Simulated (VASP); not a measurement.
Here is a VASP 6.6.1 calculation.

Contents of INCAR:

```
PREC     = Accurate       # precision mode
ENCUT    = 520            # plane-wave cutoff, eV
EDIFF    = 1E-8           # SCF threshold, eV
ISMEAR   = -1             # smearing method
SIGMA    = 0.05           # smearing width, eV
LREAL    = False          # projectors in reciprocal space
LASPH    = True           # aspherical terms in the spheres
NELM     = 60             # most SCF steps
ALGO     = Normal         # electronic algorithm
ISIF     = 2              # what is computed and relaxed
LWAVE    = False          # write WAVECAR
LCHARG   = False          # write CHGCAR
LEFG     = True         
NBANDS   = 16             # bands
```

Contents of KPOINTS:

```
regular mesh
0
Gamma
  11 11 11
```

The input POSCAR:

```
InP
1.0
    0.0000000000      2.8164141889      2.8164141889
    2.8164141889      0.0000000000      2.8164141889
    2.8164141889      2.8164141889      0.0000000000
In P
1 1
Direct
    0.0000000000      0.0000000000      0.0000000000
    0.5000000000      0.5000000000      0.5000000000
```

Potentials or basis: VASP PAW LDA potentials, release 64 (In_d, P).

Launch:

```console
$ cat potpaw_LDA.64/In_d/POTCAR potpaw_LDA.64/P/POTCAR > POTCAR
$ mpirun -np 1 vasp_std > vasp.out
```

Question: Estimate the pressure.

Answer: -7.9 GPa.

Question: Estimate the band gap on the k mesh.

Answer: Zero (bands 9 and 10 overlap by 2.47 eV).

Caveat: the cell stands under tension; spin-orbit coupling is left out, which moves the levels of the heavy elements.
